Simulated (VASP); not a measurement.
Set up this calculation in VASP 6.6.1, as the native input.

| Quantity | Value |
| --- | --- |
| Task | single point |
| Functional | PBE |
| Potentials or basis | VASP PAW PBE potentials, release 64 (Ga_d, P) |
| Cutoff | 520 eV |
| k mesh | 6 × 6 × 6 |
| Occupations | methfessel-paxton, width 0.001 eV |
| Spin | no spin polarisation |
| Dipole correction | no |
| Further INCAR settings | ALGO = Normal; EDIFF = 1e-06; NBANDS = 16 |

The structure of GaP lies in POSCAR:

```
GaP
1.0
    0.0000000000      2.5585353464      2.5585353464
    2.5585353464      0.0000000000      2.5585353464
    2.5585353464      2.5585353464      0.0000000000
Ga P
1 1
Direct
    0.0000000000      0.0000000000      0.0000000000
    0.5000000000      0.5000000000      0.5000000000
```

These files were run (other wordings do the same):

INCAR

```
SYSTEM = GaP
ALGO = Normal
EDIFF = 1E-6
ENCUT = 520
GGA = PE
ISIF = 2
ISMEAR = 1
LASPH = .TRUE.
LCHARG = .FALSE.
LREAL = .FALSE.
LWAVE = .FALSE.
NBANDS = 16
NELM = 100
PREC = Accurate
SIGMA = 0.001
```

KPOINTS

```
k-points
0
G
  6 6 6
  0 0 0
```

Potentials or basis: VASP PAW PBE potentials, release 64 (Ga_d, P).

The run is started by

```console
$ cat potpaw_PBE.64/Ga_d/POTCAR potpaw_PBE.64/P/POTCAR > POTCAR
$ mpirun -np 1 vasp_std > vasp.out
```

Results of the run:

* Pressure: 2.3 GPa
* Band gap on the k mesh: zero (band 9 reaches 7.26 eV, above the bottom of band 10 at 3.96 eV)

Run time: 9.6 s on 1 thread of AMD EPYC 7R13 Processor (Zen 3), on a shared host, peak memory 0.13 GiB.
